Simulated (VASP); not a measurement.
# SnTe (I4mm) in VASP: single point with PBE

Aim: the single point of SnTe with PBE.

All numbers are computed with VASP 6.6.1; they aren't measurements. Logs are shortened: lines on timing, memory, paths and dates and some standing lists are left out, and cuts for length are marked.

## 1. The cell of the first run

The structure is tetragonal, space group I4mm (No. 107). Conventional cell: a = 4.464 Å, b = 4.464 Å, c = 6.313 Å, α = 90.00°, β = 90.00°, γ = 90.00°. Within 4.0 Å of Sn (site symmetry 4mm) lie 6 Te at 3.06 to 3.26 Å. Within 4.0 Å of Te (site symmetry 4mm) lie 6 Sn at 3.06 to 3.26 Å.

## 2. Single point, PBE (atom 1 (Sn) moved by (-0.100, +0.000) A along x and z)

INCAR reads:

```
SYSTEM = SnTe
PREC     = Accurate       ! precision mode
ENCUT    = 520            ! plane-wave cutoff, eV
EDIFF    = 1E-7           ! SCF threshold, eV
ISMEAR   = 0              ! smearing method
SIGMA    = 0.03           ! smearing width, eV
LREAL    = .FALSE.        ! projectors in reciprocal space
LASPH    = .TRUE.         ! aspherical terms in the spheres
NELM     = 60             ! most SCF steps
ALGO     = Normal         ! electronic algorithm
ISIF     = 2              ! what is computed and relaxed
LWAVE    = .FALSE.        ! write WAVECAR
LCHARG   = .TRUE.         ! write CHGCAR
GGA      = PE             ! functional
LELF     = .TRUE.         ! ELF
LVHAR    = .TRUE.       
NBANDS   = 17             ! bands
```

KPOINTS reads:

```
regular mesh
0
G
  10 10 10
  0 0 0
```

POSCAR reads:

```
SnTe
1.0
    0.0000000000      3.1565000000      3.1565000000
    3.1565000000      0.0000000000      3.1565000000
    3.1565000000      3.1565000000      0.0000000000
Sn Te
1 1
Direct
    0.0158403295     -0.0158403295     -0.0158403295
    0.5000000000      0.5000000000      0.5000000000
```

Potentials or basis: VASP PAW PBE potentials, release 64 (Sn_d, Te).

Launch:

```console
cat potpaw_PBE.64/Sn_d/POTCAR potpaw_PBE.64/Te/POTCAR > POTCAR
mpirun -np 1 vasp_std > vasp.out
```

OUTCAR:

```text
SYSTEM = SnTe
   PREC = Accurate
   ENCUT = 520
   EDIFF = 1E-7
   ISMEAR = 0
   LREAL = .FALSE.
   LASPH = .TRUE.
   NELM = 60
   ISIF = 2
   GGA = PE

 ion  position               nearest neighbor table
   1  0.016  0.984  0.984-   2 3.06   2 3.16   2 3.16   2 3.16   2 3.16   2 3.26
   2  0.500  0.500  0.500-   1 3.06   1 3.16   1 3.16   1 3.16   1 3.16   1 3.26

  LATTYP: Found a face centered cubic cell.
 ALAT       =     6.3130000000

  Lattice vectors:

 A1 = (   0.0000000000,   3.1565000000,   3.1565000000)
 A2 = (   3.1565000000,   0.0000000000,   3.1565000000)
 A3 = (   3.1565000000,   3.1565000000,   0.0000000000)

Analysis of symmetry for initial positions (statically):
=====================================================================
 Subroutine PRICEL returns:
 Original cell was already a primitive cell.

 Routine SETGRP: Setting up the symmetry group for a
 face centered cubic supercell.

 Subroutine GETGRP returns: Found  8 space group operations
 (whereof  8 operations were pure point group operations)
 out of a pool of 48 trial point group operations.

The static configuration has the point symmetry C_4v.

Analysis of symmetry for dynamics (positions and initial velocities):
=====================================================================
 Subroutine PRICEL returns:
 Original cell was already a primitive cell.

 Routine SETGRP: Setting up the symmetry group for a
 face centered cubic supercell.

 Subroutine GETGRP returns: Found  8 space group operations
 (whereof  8 operations were pure point group operations)
 out of a pool of 48 trial point group operations.

The dynamic configuration has the point symmetry C_4v.

 Subroutine INISYM returns: Found  8 space group operations
 (whereof  8 operations are pure point group operations),
 and found     1 'primitive' translations

----------------------------------------------------------------------------------------

                                     Primitive cell

  volume of cell :      62.8995

  direct lattice vectors                    reciprocal lattice vectors
     0.000000000  3.156500000  3.156500000    -0.158403295  0.158403295  0.158403295
     3.156500000  0.000000000  3.156500000     0.158403295 -0.158403295  0.158403295
     3.156500000  3.156500000  0.000000000     0.158403295  0.158403295 -0.158403295

  length of vectors
     4.463965110  4.463965110  4.463965110     0.274362555  0.274362555  0.274362555

  position of ions in fractional coordinates (direct lattice)
     0.015840330  0.984159670  0.984159670
     0.500000000  0.500000000  0.500000000

  ion indices of the primitive-cell ions
   primitive index   ion index
                 1           1
                 2           2

----------------------------------------------------------------------------------------

 KPOINTS: regular mesh

Automatic generation of k-mesh.
 Grid dimensions read from file:
 generate k-points for:   10   10   10

 Generating k-lattice:

  Cartesian coordinates                     Fractional coordinates (reciprocal lattice)
    -0.015840329  0.015840329  0.015840329     0.100000000  0.000000000  0.000000000
     0.015840329 -0.015840329  0.015840329     0.000000000  0.100000000  0.000000000
     0.015840329  0.015840329 -0.015840329     0.000000000  0.000000000  0.100000000

  Length of vectors
     0.027436255  0.027436255  0.027436255

  Shift w.r.t. Gamma in fractional coordinates (k-lattice)
     0.000000000  0.000000000  0.000000000

 Subroutine IBZKPT returns following result:
 ===========================================

 Found    102 irreducible k-points:

 Following reciprocal coordinates:
            Coordinates               Weight
  0.000000  0.000000  0.000000      1.000000
  0.100000  0.000000  0.000000      8.000000
  0.200000  0.000000  0.000000      8.000000
  0.300000  0.000000  0.000000      8.000000
  0.400000  0.000000  0.000000      8.000000
  0.500000  0.000000  0.000000      4.000000
[... 16 lines left out ...]
 -0.100000  0.100000  0.000000      8.000000
  0.000000 -0.100000  0.100000      4.000000
 [... further k-points ...]
   k-points           NKPTS =    102   k-points in BZ     NKDIM =    102   number of bands    NBANDS=     17
   number of dos      NEDOS =    301   number of ions     NIONS =      2
   total plane-waves  NPLWV =  46656
   dimension x,y,z NGX =    36 NGY =   36 NGZ =   36
   dimension x,y,z NGXF=    72 NGYF=   72 NGZF=   72
   ions per type =               1   1
   NGX,Y,Z   is equivalent  to a cutoff of  13.41, 13.41, 13.41 a.u.
   NGXF,Y,Z  is equivalent  to a cutoff of  26.81, 26.81, 26.81 a.u.
 SYSTEM =  SnTe
   PREC   = accura    normal or accurate (medium, high low for compatibility)
   ISTART =      0    job   : 0-new  1-cont  2-samecut
   ICHARG =      2    charge: 1-file 2-atom 10-const
   ISPIN  =      1    spin polarized calculation?
   LNONCOLLINEAR =      F non collinear calculations
   LSORBIT =      F    spin-orbit coupling
   LASPH  =      T    aspherical Exc in radial PAW
   ENCUT  =  520.0 eV  38.22 Ry    6.18 a.u.   8.30  8.30  8.30*2*pi/ulx,y,z
   NELM   =     60;   NELMIN=  2; NELMDL= -5     # of ELM steps
   EDIFF  = 0.1E-06   stopping-criterion for ELM
   LREAL  =      F    real-space projection
   EDIFFG = 0.1E-05   stopping-criterion for IOM
   NSW    =      0    number of steps for IOM
   IBRION =     -1    ionic relax: 0-MD 1-quasi-New 2-CG
   NFREE  =      0    steps in history (QN), initial steepest desc. (CG)
   ISIF   =      2    stress and relaxation
   ISYM   =      2    0-nonsym 1-usesym 2-fastsym
   POTIM  = 0.5000    time-step for ionic-motion
   TEBEG  =    0.0;   TEEND  =   0.0 temperature during run
   PSTRESS=    0.0 pullay stress
   NELECT =      20.0000    total number of electrons
   NUPDOWN=      -1.0000    fix difference up-down
   EMIN   =  10.00;   EMAX   =-10.00  energy-range for DOS
   EFERMI =   0.00;   METHOD = LEGACY
   ISMEAR =     0;   SIGMA  =   0.03  broadening in eV -4-tet -1-fermi 0-gaus
   EFERMI_NEDOS =   21; number of points for ismear=-14 and -15
   IALGO  =     38    algorithm
   IMIX   =      4    mixing-type and parameters
     AMIX     =   0.40;   BMIX     =  1.00
     AMIX_MAG =   1.60;   BMIX_MAG =  1.00
  volume/ion in A,a.u.               =      31.45       212.23
  Fermi-wavevector in a.u.,A,eV,Ry     =   1.117384  2.111549 16.987507  1.248547
  Thomas-Fermi vector in A             =   2.254006
   LORBIT       =      0    0 simple, 1 ext, 2 COOP (PROOUT), +10 PAW based schemes
   GGA     = PE    functional components
   LHFCALC =     F    Hartree Fock is set to
   AEXX    =    0.0000 exact exchange contribution
   IVDW    =     0    specifies the selected vdW correction
   LEPSILON=     F    determine dielectric tensor
   LRPA    =     F    only Hartree local field effects (RPA)
 non-spin polarized calculation
 Gauss-broadening in eV      SIGMA  =   0.03
  energy-cutoff  :      520.00
  volume of cell :       62.90
 maximum number of plane-waves:      1717
 NGX is ok and might be reduce to    36
   NGX = 17   NGY = 17   NGZ = 17

 number of electron      19.9999999 magnetization

 Free energy of the ion-electron system (eV)
  ---------------------------------------------------
  ext. energy  EPLUGINS =         0.00000000
  ---------------------------------------------------
  free energy    TOTEN  =        -7.54575269 eV

  energy without entropy =       -7.54575269  energy(sigma->0) =       -7.54575269

 E-fermi :   6.9445     XC(G=0):  -9.4675

 val. band max:        6.8137254770   @ k =   0.5000   0.0000   0.0000
 cond. band min:       7.0789940755   @ k =   0.5000   0.0000   0.0000
 fundamental gap:      0.2652685985
 Fermi energy:         6.9444975109

 k-point     1 :       0.0000    0.0000    0.0000
  band No.  band energies     occupation
      1     -15.0003      2.00000
      2     -14.9988      2.00000
      3     -14.9950      2.00000
      4     -14.9930      2.00000
      5     -14.9930      2.00000
      6      -5.8838      2.00000
[... 9 lines left out ...]
     16      11.7205      0.00000
     17      13.7243      0.00000

 k-point     2 :       0.1000    0.0000    0.0000
  band No.  band energies     occupation
      1     -15.0007      2.00000
      2     -14.9992      2.00000
      3     -14.9946      2.00000
      4     -14.9927      2.00000
      5     -14.9925      2.00000
      6      -5.8000      2.00000
[... 9 lines left out ...]
     16      11.8912      0.00000
     17      14.3843      0.00000

 k-point     3 :       0.2000    0.0000    0.0000
  band No.  band energies     occupation
      1     -15.0019      2.00000
      2     -15.0005      2.00000
      3     -14.9937      2.00000
      4     -14.9916      2.00000
      5     -14.9909      2.00000
      6      -5.5578      2.00000
[... 9 lines left out ...]
     16      12.4439      0.00000
     17      15.8141      0.00000

 k-point     4 :       0.3000    0.0000    0.0000
  band No.  band energies     occupation
      1     -15.0034      2.00000
      2     -15.0022      2.00000
      3     -14.9929      2.00000
      4     -14.9896      2.00000
      5     -14.9887      2.00000
      6      -5.1938      2.00000
[... 9 lines left out ...]
     16      13.3490      0.00000
     17      17.5879      0.00000
[... 343 lines left out ...]
      1     -15.0033      2.00000
      2     -15.0007      2.00000
      3     -14.9924      2.00000
      4     -14.9908      2.00000
      5     -14.9904      2.00000
      6      -5.3798      2.00000
[... 9 lines left out ...]
     16      13.7657      0.00000
     17      15.1295      0.00000

 k-point    23 :      -0.1000    0.1000    0.0000
  band No.  band energies     occupation
      1     -15.0013      2.00000
      2     -14.9999      2.00000
      3     -14.9945      2.00000
      4     -14.9923      2.00000
      5     -14.9911      2.00000
      6      -5.6632      2.00000
[... 9 lines left out ...]
     16      12.6949      0.00000
     17      14.2470      0.00000

 k-point    24 :       0.0000   -0.1000    0.1000
  band No.  band energies     occupation
      1     -15.0019      2.00000
      2     -14.9994      2.00000
      3     -14.9930      2.00000
      4     -14.9928      2.00000
      5     -14.9919      2.00000
      6      -5.6636      2.00000
[... 9 lines left out ...]
     16      12.7052      0.00000
     17      14.2561      0.00000

 [... further k-points ...]

------------------------ aborting loop because EDIFF is reached ----------------------------------------

  FORCE on cell =-STRESS in cart. coord.  units (eV):
  Direction    XX          YY          ZZ          XY          YZ          ZX
  --------------------------------------------------------------------------------------
  -------------------------------------------------------------------------------------
  Total        0.9185705      0.8042304      0.8042304      0.0000000      0.0000000      0.0000000
  in kB       23.3978358     20.4853650     20.4853650      0.0000000      0.0000000      0.0000000
  external PRESSURE =      21.4561886 kB  Pullay stress =       0.0000000 kB

 VOLUME and BASIS-vectors are now :
 -----------------------------------------------------------------------------
  energy-cutoff  :      520.00
  volume of cell :       62.90
      direct lattice vectors                 reciprocal lattice vectors
     0.000000000  3.156500000  3.156500000    -0.158403295  0.158403295  0.158403295
     3.156500000  0.000000000  3.156500000     0.158403295 -0.158403295  0.158403295
     3.156500000  3.156500000  0.000000000     0.158403295  0.158403295 -0.158403295

 POSITION                                       TOTAL-FORCE (eV/Angst)
 -----------------------------------------------------------------------------------
      6.21300      3.15650      3.15650         0.041561      0.000000      0.000000
      3.15650      3.15650      3.15650        -0.041561      0.000000      0.000000
 -----------------------------------------------------------------------------------
    total drift:                               -0.000057     -0.000000     -0.000000

  FREE ENERGIE OF THE ION-ELECTRON SYSTEM (eV)
  ---------------------------------------------------
  free  energy   TOTEN  =        -7.5457526943 eV

  energy  without entropy=       -7.5457526943  energy(sigma->0) =       -7.54575269
```

Run time: 2.7 min. Hardware: 1 thread of Intel Xeon 8259CL, shared host; peak memory 0.28 GiB.

What came out:

```yaml
Free_energy: -7.5458 eV
Pressure: 2.1 GPa
Largest_force: 0.042 eV/Å
Band_gap_on_the_k_mesh: 0.27 eV
```

Forces in eV/Å, atoms in the order of the input:
```
Sn   0.042  0.000  0.000
Te  -0.042  0.000  0.000
```

Caveat: the cell differs from its parent crystal (atom 1 (Sn) moved by (-0.100, +0.000) A along x and z); spin-orbit coupling is left out, which moves the levels of the heavy elements.
